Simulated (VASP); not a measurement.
A run of VASP 6.6.1:

Contents of INCAR:

```
PREC     = Accurate       # precision mode
ENCUT    = 600            # plane-wave cutoff, eV
EDIFF    = 1E-7           # SCF threshold, eV
ISMEAR   = 0              # smearing method
SIGMA    = 0.01           # smearing width, eV
LREAL    = False          # projectors in reciprocal space
LASPH    = True           # aspherical terms in the spheres
NELM     = 80             # most SCF steps
ALGO     = Normal         # electronic algorithm
ISIF     = 3              # what is computed and relaxed
LWAVE    = False          # write WAVECAR
LCHARG   = False          # write CHGCAR
GGA      = PE             # functional
IVDW     = 12             # dispersion correction
IBRION   = 2              # ionic algorithm
NSW      = 80             # ionic steps
EDIFFG   = -0.001         # ionic threshold
PSTRESS  = 250.0
```

The input KPOINTS:

```
regular mesh
0
Gamma
  10 10 10
```

Contents of POSCAR:

```
SnSe
1.0
    0.0000000000      2.9882564671      2.9882564671
    2.9882564671      0.0000000000      2.9882564671
    2.9882564671      2.9882564671      0.0000000000
Sn Se
1 1
Direct
    0.0000000000      0.0000000000      0.0000000000
    0.5000000000      0.5000000000      0.5000000000
```

Potentials or basis: VASP PAW PBE potentials, release 64 (Sn_d, Se).

Launch:

```console
$ cat potpaw_PBE.64/Sn_d/POTCAR potpaw_PBE.64/Se/POTCAR > POTCAR
$ mpirun -np 1 vasp_std > vasp.out
```

Hardware: 1 thread of AMD EPYC 7R13, on a shared host.

Problem. Estimate the wall time of this run.

Solution. Wall time 7 min on 1 thread of AMD EPYC 7R13, on a shared host, peak memory 0.22 GiB. Counts: scf iterations 69, k points 47, ion steps 7.
